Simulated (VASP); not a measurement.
A run of VASP 6.6.1:

File INCAR:

```
SYSTEM = Y
PREC = Accurate
ENCUT = 600
EDIFF = 1E-6
ISMEAR = -1
SIGMA = 0.1
LREAL = .False.
LASPH = .True.
NELM = 60
ALGO = Normal
ISIF = 3
LWAVE = .False.
LCHARG = .False.
GGA = PS
IBRION = 2
NSW = 80
EDIFFG = -0.01
```

KPOINTS

```
Automatic mesh
0
Gamma
  11 11 11
  0 0 0
```

Contents of POSCAR:

```
Y
1.0
   -2.0208580385      2.0208580385      2.0208580385
    2.0208580385     -2.0208580385      2.0208580385
    2.0208580385      2.0208580385     -2.0208580385
Y
1
Direct
    0.0000000000      0.0000000000      0.0000000000
```

Potentials or basis: VASP PAW PBE potentials, release 64 (Y_sv).

Launch:

```bash
$ cat potpaw_PBE.64/Y_sv/POTCAR > POTCAR
$ mpirun -np 1 vasp_std > vasp.out
```

Hardware: 1 thread of AMD EPYC 7R13, on a shared host.

Problem. Estimate the wall time of this run.

Solution. Run time: 93 s on 1 thread of AMD EPYC 7R13 (shared host), peak memory 0.16 GiB. Counts: scf iterations 31, k points 56, ion steps 3.
